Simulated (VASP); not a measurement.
Gd, 1 atom in the cell. It takes space group Im-3m (No. 229, cubic). Conventional cell: a = 3.962 Å, b = 3.962 Å, c = 3.962 Å, α = 90.00°, β = 90.00°, γ = 90.00°. Gd (site symmetry m-3m) has 14 Gd at 3.43 to 3.96 Å within 4.5 Å. 

```yaml
Program: VASP 6.6.1
Task: single point
Functional: PBEsol
Potentials_or_basis: VASP PAW PBE potentials, release 64 (Gd)
Cutoff: 520 eV
k_mesh: 14 × 14 × 14
Occupations: fermi-dirac, width 0.1 eV
Spin: collinear spin, ferromagnetic start
Starting_moments: "[7.0] μB"
Dipole_correction: no
Further_INCAR_settings: ALGO = Normal; EDIFF = 1e-06; NBANDS = 19
```

Potentials or basis: VASP PAW PBE potentials, release 64 (Gd).

Launch:

```bash
$ cat potpaw_PBE.64/Gd/POTCAR > POTCAR
$ mpirun -np 1 vasp_std > vasp.out
```

Hardware: 1 thread of AMD EPYC 9R45 96-Core Processor (Zen 5), on a shared host.

**Question.** How long does it take, and how much memory?

**Answer.** It took 2.6 min on 1 thread of AMD EPYC 9R45 96-Core Processor (Zen 5), on a shared host, peak memory 0.23 GiB. Counts: scf iterations 27, k points 104.
